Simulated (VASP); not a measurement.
Runs of VASP 6.6.1 on WC. The structure is that of space group P-6m2 (No. 187), or close to it. The cells are those of the table. 

```csv
cell,gap on the mesh (eV),pressure (GPa)
"a = 2.668, b = 2.668, c = 2.829 Å, angles 90.0, 90.0, 120.0°, 2 atoms",none,107.3
"a = 3.133, b = 3.133, c = 3.055 Å, angles 90.0, 90.0, 120.0°, 2 atoms",none,(b)
"a = 2.784, b = 2.784, c = 2.829 Å, angles 90.0, 90.0, 120.0°, 2 atoms",none,(a)
"a = 2.784, b = 2.784, c = 3.055 Å, angles 90.0, 90.0, 120.0°, 2 atoms",none,10.8
"a = 2.668, b = 2.668, c = 3.055 Å, angles 90.0, 90.0, 120.0°, 2 atoms",none,56.0
```

Alike in all rows: task single point; level PBE; potentials or basis VASP PAW PBE potentials, release 64 (W_sv, C); no spin polarisation; k mesh 18 × 18 × 16; cutoff (eV) 520; smearing gaussian 0.15 eV.

Task: Fill in the values left out.

Result: (a) 49.4; (b) -50.9.

Caveats: spin-orbit coupling is left out, which moves the levels of the heavy elements.

A k mesh can miss the band edges, and the runs leave out spin-orbit coupling on W.

A gap of «none» marks levels without a gap at the run's occupations.
